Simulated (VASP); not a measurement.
# NaH in VASP: further runs, part 2 of 2

VASP 6.6.1.

### Step 6. Single point, HSE06 (strain along [111] +4.3%)

POSCAR

```
NaH
1.0
    2.9745198934      0.0421286870      0.0421286870
    0.0421286870      2.9745198934      0.0421286870
    0.0421286870      0.0421286870      2.9745198934
Na H
1 1
Direct
    0.0000000000      0.0000000000      0.0000000000
    0.5000000000      0.5000000000      0.5000000000
```

INCAR.step1

```
SYSTEM = NaH
PREC = Accurate ; ENCUT = 520
EDIFF = 1E-5 ; ISMEAR = 0
SIGMA = 0.01 ; LREAL = .FALSE.
LASPH = .TRUE. ; NELM = 80
ALGO = Normal ; ISIF = 2
LWAVE = .TRUE. ; LCHARG = .FALSE.
NBANDS = 11 ; GGA = PE
```

INCAR.step2

```
SYSTEM = NaH
PREC = Accurate ; ENCUT = 520
EDIFF = 1E-6 ; ISMEAR = 0
SIGMA = 0.01 ; LREAL = .FALSE.
LASPH = .TRUE. ; NELM = 80
ALGO = Normal ; ISIF = 2
LWAVE = .FALSE. ; LCHARG = .FALSE.
GGA = PE ; LHFCALC = .TRUE.
HFSCREEN = 0.2079 ; PRECFOCK = Normal
NBANDS = 11 ; ISTART = 1
```

KPOINTS

```
regular mesh
0
G
  6 6 6
  0 0 0
```

Potentials or basis: VASP PAW PBE potentials, release 64 (Na_pv, H).

Launch:

```sh
cat potpaw_PBE.64/Na_pv/POTCAR potpaw_PBE.64/H/POTCAR > POTCAR
cp INCAR.step1 INCAR
mpirun -np 1 vasp_std > vasp.out
cp INCAR.step2 INCAR
mpirun -np 1 vasp_std > vasp.out
```

It took 12 min on 1 thread of AMD EPYC 7R43 (Zen 3), shared host; peak memory 0.2 GiB.

The run converged. Its results:

* Free energy: -5.4440 eV
* Pressure: -0.7 GPa
* Band gap on the k mesh: 1.89 eV, indirect (least direct gap 5.57 eV)

Stress tensor (GPa, compression positive):
```
-0.70  0.21  0.21
 0.21 -0.70  0.21
 0.21  0.21 -0.70
```

Levels at points of the mesh, in eV from the valence-band top:
```tsv
k point	band 1	band 2	band 3	band 4	band 5	band 6	band 7	band 8	band 9
(0.00, 0.00, 0.00)	-27.05	-27.05	-27.05	-6.37	9.90	12.06	12.06	13.63	13.63
(0.50, 0.00, 0.00)	-27.21	-27.04	-27.03	-3.69	1.89	12.11	15.01	15.80	15.97
(0.50, 0.50, 0.00)	-27.19	-27.17	-27.02	-1.86	4.96	5.42	7.88	15.91	19.69
(0.50, 0.50, 0.50)	-27.17	-27.15	-27.15	0.00	7.49	8.10	8.10	9.71	10.44
```

Caveat: the cell differs from its parent crystal (strain along [111] +4.3%); the PAW data sets were made with another functional, which shifts forces and pressure a little.

### Step 7. Single point, HSE06 (uniaxial z strain -4.7%)

POSCAR

```
NaH
1.0
    2.9323912064      0.0000000000      0.0000000000
    0.0000000000      2.9323912064      0.0000000000
    0.0000000000      0.0000000000      2.7933958632
Na H
1 1
Direct
    0.0000000000      0.0000000000      0.0000000000
    0.5000000000      0.5000000000      0.5000000000
```

INCAR.step1

```
SYSTEM = NaH
PREC     = Accurate       ! precision mode
ENCUT    = 520            ! plane-wave cutoff, eV
EDIFF    = 1E-5           ! SCF threshold, eV
ISMEAR   = 0              ! smearing method
SIGMA    = 0.01           ! smearing width, eV
LREAL    = .False.        ! projectors in reciprocal space
LASPH    = .True.         ! aspherical terms in the spheres
NELM     = 80             ! most SCF steps
ALGO     = Normal         ! electronic algorithm
ISIF     = 2              ! what is computed and relaxed
LWAVE    = .True.         ! write WAVECAR
GGA      = PE             ! functional
NBANDS   = 11             ! bands
```

INCAR.step2

```
SYSTEM = NaH
PREC     = Accurate       ! precision mode
ENCUT    = 520            ! plane-wave cutoff, eV
EDIFF    = 1E-6           ! SCF threshold, eV
ISMEAR   = 0              ! smearing method
SIGMA    = 0.01           ! smearing width, eV
LREAL    = .False.        ! projectors in reciprocal space
LASPH    = .True.         ! aspherical terms in the spheres
NELM     = 80             ! most SCF steps
ALGO     = Normal         ! electronic algorithm
ISIF     = 2              ! what is computed and relaxed
LWAVE    = .False.        ! write WAVECAR
LCHARG   = .True.         ! write CHGCAR
GGA      = PE             ! functional
LHFCALC  = .True.         ! exact exchange
HFSCREEN = 0.2079         ! screening, 1/A
PRECFOCK = Normal       
LELF     = .True.         ! ELF
LVHAR    = .True.       
ISTART   = 1            
NBANDS   = 11             ! bands
```

KPOINTS

```
Automatic mesh
0
Gamma
  6 6 6
  0 0 0
```

Potentials or basis: VASP PAW PBE potentials, release 64 (Na_pv, H).

Launch:

```sh
cat potpaw_PBE.64/Na_pv/POTCAR potpaw_PBE.64/H/POTCAR > POTCAR
cp INCAR.step1 INCAR
mpirun -np 1 vasp_std > vasp.out
cp INCAR.step2 INCAR
mpirun -np 1 vasp_std > vasp.out
```

OUTCAR:

```text
SYSTEM = NaH
   PREC = Accurate
   ENCUT = 520
   EDIFF = 1E-6
   ISMEAR = 0
   LREAL = .False.
   LASPH = .True.
   NELM = 80
   ISIF = 2
   GGA = PE
   LHFCALC = .True.
   HFSCREEN = 0.2079
   PRECFOCK = Normal
   ISTART = 1

 ion  position               nearest neighbor table
   1  0.000  0.000  0.000-
   2  0.500  0.500  0.500-

  LATTYP: Found a simple tetragonal cell.
 ALAT       =     2.9323912064
 C/A-ratio  =     0.9526000000

  Lattice vectors:

 A1 = (   2.9323912064,   0.0000000000,   0.0000000000)
 A2 = (   0.0000000000,   2.9323912064,   0.0000000000)
 A3 = (   0.0000000000,   0.0000000000,   2.7933958632)

Analysis of symmetry for initial positions (statically):
=====================================================================
 Subroutine PRICEL returns:
 Original cell was already a primitive cell.

 Routine SETGRP: Setting up the symmetry group for a
 simple tetragonal supercell.

 Subroutine GETGRP returns: Found 16 space group operations
 (whereof 16 operations were pure point group operations)
 out of a pool of 16 trial point group operations.

The static configuration has the point symmetry D_4h.

Analysis of symmetry for dynamics (positions and initial velocities):
=====================================================================
 Subroutine PRICEL returns:
 Original cell was already a primitive cell.

 Routine SETGRP: Setting up the symmetry group for a
 simple tetragonal supercell.

 Subroutine GETGRP returns: Found 16 space group operations
 (whereof 16 operations were pure point group operations)
 out of a pool of 16 trial point group operations.

The dynamic configuration has the point symmetry D_4h.

 Subroutine INISYM returns: Found 16 space group operations
 (whereof 16 operations are pure point group operations),
 and found     1 'primitive' translations

[... 126 lines left out ...]
   AEXX    =    0.2500 exact exchange contribution
   HFSCREEN=    0.2079 screening length (either q_TF or 0.3 A-1)
   HFSCREENC=   0.2079 screening length for correlation (either q_TF or 0.3 A-1)
   ENCUTFOCK=  -1.0 apply spherical cutoff to Coloumb kernel
   IVDW    =     0    specifies the selected vdW correction
   LEPSILON=     F    determine dielectric tensor
   LRPA    =     F    only Hartree local field effects (RPA)
 non-spin polarized calculation
 Gauss-broadening in eV      SIGMA  =   0.01
  energy-cutoff  :      520.00
  volume of cell :       24.02
 maximum number of plane-waves:       662
 NGX is ok and might be reduce to    24
  NGX = 18; NGY = 18; NGZ = 16

 number of electron       8.0000005 magnetization

 Free energy of the ion-electron system (eV)
  ---------------------------------------------------
  ext. energy  EPLUGINS =         0.00000000
  ---------------------------------------------------
  free energy    TOTEN  =        -5.42083370 eV

  energy without entropy =       -5.42083370  energy(sigma->0) =       -5.42083370

 E-fermi :   1.3414     XC(G=0):  -7.0224

 val. band max:        1.1691410867   @ k =   0.5000   0.5000   0.5000
 cond. band min:       2.8811453904   @ k =   0.5000   0.0000   0.0000
 fundamental gap:      1.7120043038
 Fermi energy:         1.3414336701

 k-point     1 :       0.0000    0.0000    0.0000
  band No.  band energies     occupation
      1     -25.9622      2.00000
      2     -25.9622      2.00000
      3     -25.9476      2.00000
      4      -5.7121      2.00000
      5      11.6759      0.00000
      6      13.1226      0.00000
      7      14.2540      0.00000
      8      14.8691      0.00000
      9      14.8691      0.00000
     10      16.6365      0.00000
     11      28.4888      0.00000
[... 309 lines left out ...]
 k-point    24 :       0.5000    0.0000    0.3333
  band No.  band energies     occupation
      1     -26.1214      2.00000
      2     -26.1133      2.00000
      3     -25.9276      2.00000
      4      -1.5248      2.00000
      5       5.0457      0.00000
      6       8.3756      0.00000
      7      11.9317      0.00000
      8      17.0000      0.00000
      9      19.0330      0.00000
     10      20.9894      0.00000
     11      22.6244      0.00000

 [... further k-points ...]

------------------------ aborting loop because EDIFF is reached ----------------------------------------

  FORCE on cell =-STRESS in cart. coord.  units (eV):
  Direction    XX          YY          ZZ          XY          YZ          ZX
  --------------------------------------------------------------------------------------
  -------------------------------------------------------------------------------------
  Total       -0.0549501     -0.0549501      0.8764766      0.0000000     -0.0000000      0.0000000
  in kB       -3.6652397     -3.6652397     58.4621288      0.0000000     -0.0000000      0.0000000
  external PRESSURE =      17.0438831 kB  Pullay stress =       0.0000000 kB

 VOLUME and BASIS-vectors are now :
 -----------------------------------------------------------------------------
  energy-cutoff  :      520.00
  volume of cell :       24.02
      direct lattice vectors                 reciprocal lattice vectors
     2.932391206  0.000000000  0.000000000     0.341018619  0.000000000  0.000000000
     0.000000000  2.932391206  0.000000000     0.000000000  0.341018619  0.000000000
     0.000000000  0.000000000  2.793395863     0.000000000  0.000000000  0.357987213

 POSITION                                       TOTAL-FORCE (eV/Angst)
 -----------------------------------------------------------------------------------
      0.00000      0.00000      0.00000         0.000000      0.000000      0.000000
      1.46620      1.46620      1.39670         0.000000      0.000000      0.000000
 -----------------------------------------------------------------------------------
    total drift:                                0.000000     -0.000000      0.000000

  FREE ENERGIE OF THE ION-ELECTRON SYSTEM (eV)
  ---------------------------------------------------
  free  energy   TOTEN  =        -5.4208336972 eV

  energy  without entropy=       -5.4208336972  energy(sigma->0) =       -5.42083370
```

OUTCAR.step1:

```text
SYSTEM = NaH
   PREC = Accurate
   ENCUT = 520
   EDIFF = 1E-5
   ISMEAR = 0
   LREAL = .False.
   LASPH = .True.
[... 559 lines left out ...]
      0.00000      0.00000      0.00000         0.000000      0.000000      0.000000
      1.46620      1.46620      1.39670         0.000000      0.000000      0.000000
 -----------------------------------------------------------------------------------
    total drift:                               -0.000000      0.000000      0.000000

  FREE ENERGIE OF THE ION-ELECTRON SYSTEM (eV)
  ---------------------------------------------------
  free  energy   TOTEN  =        -4.7420924094 eV

  energy  without entropy=       -4.7420924094  energy(sigma->0) =       -4.74209241
```

Wall time 10 min (1 thread of AMD EPYC 7R43 (Zen 3), shared host); peak memory 0.21 GiB.

What came out:

- Free energy: -5.4208 eV
- Pressure: 1.7 GPa
- Band gap on the k mesh: 1.71 eV, indirect (least direct gap 5.84 eV)

Stress tensor (GPa, compression positive):
```
-0.37  0.00  0.00
 0.00 -0.37  0.00
 0.00  0.00  5.85
```

Caveat: the cell differs from its parent crystal (uniaxial z strain -4.7%); the PAW data sets were made with another functional, which shifts forces and pressure a little.

### Step 8. Summary

| level | cell | k mesh | smearing | grid for exact exchange (PRECFOCK) | screening parameter | gap on the mesh (eV) | pressure (GPa) |
| --- | --- | --- | --- | --- | --- | --- | --- |
| PBE | a = 2.975 Å, angles 88.4°, 2 atoms | 8 × 8 × 8 | fermi-dirac 0.02 eV | - | - | 1.05 | -0.3 |
| PBE | a = 2.944, b = 2.932, c = 2.932 Å, 2 atoms | 8 × 8 × 8 | fermi-dirac 0.02 eV | - | - | 1.01 | 0.6 |
| r2SCAN | a = 2.975 Å, angles 88.4°, 2 atoms | 8 × 8 × 8 | gaussian 0.01 eV | - | - | 1.62 | -1.2 |
| r2SCAN | a = 2.944, b = 2.932, c = 2.932 Å, 2 atoms | 8 × 8 × 8 | gaussian 0.01 eV | - | - | 1.58 | -0.4 |
| HSE06 | a = 2.975 Å, angles 88.4°, 2 atoms | 6 × 6 × 6 | gaussian 0.01 eV | Normal | 0.2079 1/Å | 1.89 | -0.7 |
| HSE06 | a = 2.932, b = 2.932, c = 2.793 Å, 2 atoms | 6 × 6 × 6 | gaussian 0.01 eV | Normal | 0.2079 1/Å | 1.71 | 1.7 |

Alike in all rows: task single point; potentials or basis VASP PAW PBE potentials, release 64 (Na_pv, H); no spin polarisation; cutoff (eV) 520.

Caveats: the PAW data sets were made with another functional, which shifts forces and pressure a little (some runs).

Total energies depend on the potentials used, so only differences within one code and one set of settings carry meaning.
